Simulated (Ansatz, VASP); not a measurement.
# Mg5CdSe6: VASP beside Ansatz

```
CELL_PARAMETERS angstrom
4.26547 0.00000 0.00000
-2.13273 3.69400 0.00000
0.00000 0.00000 20.86635
ATOMIC_POSITIONS crystal
Mg 0.00000 0.00000 0.00130
Mg 0.66667 0.33333 0.16639
Mg 0.33333 0.66667 0.33151
Mg 0.00000 0.00000 0.49636
Mg 0.33333 0.66667 0.83607
Cd 0.66667 0.33333 0.66816
Se 0.00000 0.00000 0.12574
Se 0.66667 0.33333 0.29084
Se 0.33333 0.66667 0.45597
Se 0.00000 0.00000 0.62072
Se 0.66667 0.33333 0.79632
Se 0.33333 0.66667 0.96062
```

Alike in both runs: task single point; functional PBE; k mesh 6 × 6 × 2; occupations gaussian, width 0.02 eV; no spin polarisation.

|  | VASP | Ansatz |
| --- | --- | --- |
| version | VASP 6.6.1 | Ansatz 0.2.0 |
| potentials or method | VASP PAW PBE potentials, release 64 (Mg, Cd, Se), cutoff 520 eV | scalar-relativistic, plane waves, PAW |
| valence electrons in the cell | 58 | 166 |

VASP gave:

```
gap on the k mesh at the Fermi level (eV) : 1.67
least direct gap on the mesh (eV)         : 1.67
pressure (GPa)                            : 0.0
rms of the force components (eV/Å)        : 0.008
```

Q: What did Ansatz give for the same quantities?

A: gap on the k mesh at the Fermi level (eV): 1.68; least direct gap on the mesh (eV): 1.68; pressure (GPa): 0.0; rms of the force components (eV/Å): 0.001.

Atom by atom the forces differ by 0.008 eV/Å (rms over components). VASP's potentials hold 58 valence electrons a cell and Ansatz's 166, so a difference there can come from the potentials and not from the codes.
